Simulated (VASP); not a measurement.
Wanted: the native input for a VASP 6.6.1 run.

```
Task                   : single point
Functional             : PBE
Potentials or basis    : VASP PAW PBE potentials, release 64 (Ba_sv, Y_sv)
Cutoff                 : 520 eV
k mesh                 : 4 × 4 × 4
Occupations            : gaussian, width 0.1 eV
Spin                   : no spin polarisation
Dipole correction      : no
Further INCAR settings : ALGO = Fast; EDIFF = 1e-06; NBANDS = 52
```

The structure of Ba5Y3 lies in POSCAR:

```
Ba5Y3
1.0
    6.8861260084     -4.0587785361      0.0000000000
    6.8861260084      4.0587785361      0.0000000000
   -2.1372357056      0.0000000000      6.5848495596
Ba Y
5 3
Direct
    0.2404691986      0.7595308014      0.0000000000
    0.7566367045      0.7566367045      0.0139195745
    0.2433632955      0.2433632955      0.9860804255
    0.7595308014      0.2404691986      0.0000000000
    0.5000000000      0.5000000000      0.5000000000
    0.0000000000      0.0000000000      0.5000000000
    0.5000000000      0.0000000000      0.5000000000
    0.0000000000      0.5000000000      0.5000000000
```

These files were run (other wordings do the same):

INCAR

```
ALGO = Fast
EDIFF = 1E-6
ENCUT = 520
GGA = PE
ISIF = 2
ISMEAR = 0
LASPH = T
LCHARG = F
LREAL = F
LWAVE = F
NBANDS = 52
NELM = 60
PREC = Accurate
SIGMA = 0.1
```

KPOINTS

```
k-points
0
Gamma
  4 4 4
```

Potentials or basis: VASP PAW PBE potentials, release 64 (Ba_sv, Y_sv).

Command:

```bash
$ cat potpaw_PBE.64/Ba_sv/POTCAR potpaw_PBE.64/Y_sv/POTCAR > POTCAR
$ mpirun -np 1 vasp_std > vasp.out
```

Results of the run:

- Pressure: 0.1 GPa
- Largest force: 0.081 eV/Å
- Band gap on the k mesh: zero (an odd number of electrons rules out a gap without spin polarisation)

Caveat: spin-orbit coupling is left out, which moves the levels of the heavy elements.

Wall time 32 min on 1 thread of Intel(R) Xeon(R) 6975P-C (Granite Rapids), on a shared host, peak memory 0.68 GiB.
